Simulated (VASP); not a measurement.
Write the native input for VASP 6.6.1 that does the following.

- Task: single point
- Functional: PBE
- Dispersion: D3(BJ)
- Potentials or basis: VASP PAW PBE potentials, release 64 (Mg, O, H)
- Cutoff: 520 eV
- k mesh: 3 × 3 × 3
- Occupations: gaussian, width 0.05 eV
- Spin: collinear spin, ferromagnetic start
- Starting moments: [0.0, 0.0, 0.0, 0.0, 0.0, 0.0, 0.0, 0.0, 0.0, 0.0, 0.0, 0.0, 0.0, 0.0, 0.0, 0.0, 1.0] μB
- Dipole correction: no
- Further INCAR settings: ALGO = Normal; EDIFF = 1e-06; NBANDS = 50

The structure of Mg8HO8 (a cell with a defect) lies in POSCAR:

```
Mg8HO8
1.0
    0.0000000000      3.8510000000      3.8510000000
    3.8510000000      0.0000000000      3.8510000000
    3.8510000000      3.8510000000      0.0000000000
Mg O H
8 8 1
Direct
    0.0008325529     -0.0021603346      0.0002491600
    0.0020778947     -0.0001607019      0.4986269357
    0.0008384499      0.5014677738      0.0002549697
    0.0008471612      0.5014766213      0.4965828800
    0.4992093865     -0.0001610291      0.0014960978
    0.4992093665     -0.0001611210      0.4986266530
    0.4971836873      0.5014708286      0.0002579060
    0.4992081258      0.5027121108      0.4986255805
    0.2498770393      0.2507059036      0.2492920580
    0.2647557409      0.2456170522      0.7443974840
    0.2498747063      0.7505103827      0.2492896944
    0.2498719096      0.7505077848      0.7495003842
    0.7449836103      0.2456187054      0.2641663040
    0.7449816303      0.2456166568      0.7443971161
    0.7500805092      0.7505093174      0.2492885886
    0.7449812856      0.7653930327      0.7443966947
   -0.1250807361      0.3755981065      0.8743000031
```

These files were run (other wordings do the same):

INCAR

```
ALGO = Normal
EDIFF = 1E-6
ENCUT = 520
GGA = PE
GGA_COMPAT = F
ISIF = 2
ISMEAR = 0
ISPIN = 2
IVDW = 12
LASPH = T
LCHARG = F
LORBIT = 11
LREAL = F
LWAVE = F
MAGMOM = 0 0 0 0 0 0 0 0 0 0 0 0 0 0 0 0 1
NBANDS = 50
NELM = 200
PREC = Accurate
SIGMA = 0.05
```

KPOINTS

```
k-points
0
Gamma
  3 3 3
```

Potentials or basis: VASP PAW PBE potentials, release 64 (Mg, O, H).

Command:

```console
$ cat potpaw_PBE.64/Mg/POTCAR potpaw_PBE.64/O/POTCAR potpaw_PBE.64/H/POTCAR > POTCAR
$ mpirun -np 1 vasp_std > vasp.out
```

It gave:

```
Pressure                                              : 84.0 GPa
Largest force                                         : 0.024 eV/Å
Net moment                                            : 0.93 μB per cell
Site moments                                          : Mg +0.01, +0.00; O -0.00, +0.09; H +0.30 μB
Valence electrons inside the program's atomic spheres : Mg 0.64, 0.67; O 5.30, 5.28; H 0.66
Dispersion energy per atom                            : -0.378 eV
```

Caveat: the k points lie up to 0.47 Å⁻¹ apart.

Run time: 3.4 min on 1 thread of Intel(R) Xeon(R) Platinum 8259CL CPU @ 2.50GHz (Skylake/Cascade Lake), with other jobs on the host, peak memory 0.41 GiB.
